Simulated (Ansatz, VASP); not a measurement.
## One calculation of Re, two programs

Contents of INCAR:

```
PREC     = Accurate       # precision mode
ENCUT    = 600            # plane-wave cutoff, eV
EDIFF    = 1E-7           # SCF threshold, eV
ISMEAR   = 0              # smearing method
SIGMA    = 0.1            # smearing width, eV
LREAL    = False          # projectors in reciprocal space
LASPH    = True           # aspherical terms in the spheres
NELM     = 80             # most SCF steps
ALGO     = Normal         # electronic algorithm
ISIF     = 3              # what is computed and relaxed
LWAVE    = False          # write WAVECAR
LCHARG   = False          # write CHGCAR
GGA      = PE             # functional
IBRION   = 2              # ionic algorithm
NSW      = 90             # ionic steps
EDIFFG   = -0.04          # ionic threshold
```

The input KPOINTS:

```
Automatic mesh
0
Gamma
  6 6 6
```

The input POSCAR:

```
Re
1.0
    4.5984848472      0.0000000000      0.0000000000
   -2.2992424236      3.9824046966      0.0000000000
    0.0000000000      0.0000000000      2.8190711454
Re
3
Direct
    0.0000000000      0.0000000000      0.0000000000
    0.3333333333      0.6666666667      0.5000000000
    0.6666666667      0.3333333333      0.5000000000
```

Input for Ansatz:

```yaml
crystal:
  lattice:
    - [4.5984848472, 0.0, 0.0]
    - [-2.2992424236, 3.9824046966, 0.0]
    - [0.0, 0.0, 2.8190711454]
  atoms:
    - { symbol: Re, position: [0.0, 0.0, 0.0] }
    - { symbol: Re, position: [0.3333333333, 0.6666666667, 0.5] }
    - { symbol: Re, position: [0.6666666667, 0.3333333333, 0.5] }
basis:
  ecutwfc: 420
kpoints:
  mp_grid: { grid: [6, 6, 6] }
hamiltonian:
  xc: pbe
scf:
  occupations: { method: gaussian, width: 0.1 }
  lower_state_search: "off"
output:
  forces: true
  stress: true
  eigenvalues: true
relax:
  adjacent_minimum: "off"
  f_tol: 0.04
  max_steps: 70
  cell: { stress_tol: 0.4 }
```

Alike in both runs: task relaxation of cell and atoms; functional PBE; k mesh 6 × 6 × 6; occupations gaussian, width 0.1 eV; no spin polarisation.

```csv
,VASP,Ansatz
version,VASP 6.6.1,Ansatz 0.2.0
potentials or method,"VASP PAW PBE potentials, release 64 (Re), cutoff 600 eV","scalar-relativistic, plane waves, PAW"
valence electrons in the cell,21,45
```

Ansatz gave:

```
gap on the k mesh at the Fermi level, each at its own relaxed structure (eV) : none
relaxed volume (Å³/atom)                                                     : 15.18
relaxed cell length with the largest relative difference (Å)                 : 4.385
```

Problem. Estimate VASP's values.

Solution. gap on the k mesh at the Fermi level, each at its own relaxed structure (eV): none; relaxed volume (Å³/atom): 15.16; relaxed cell length with the largest relative difference (Å): 4.380.

A gap of «none» marks a metal or a gap that the smearing closes. VASP's potentials hold 21 valence electrons a cell and Ansatz's 45, so a difference there can come from the potentials and not from the codes.

The k mesh is coarse, so the values compare programs but aren't converged. Spin-orbit coupling is off throughout.
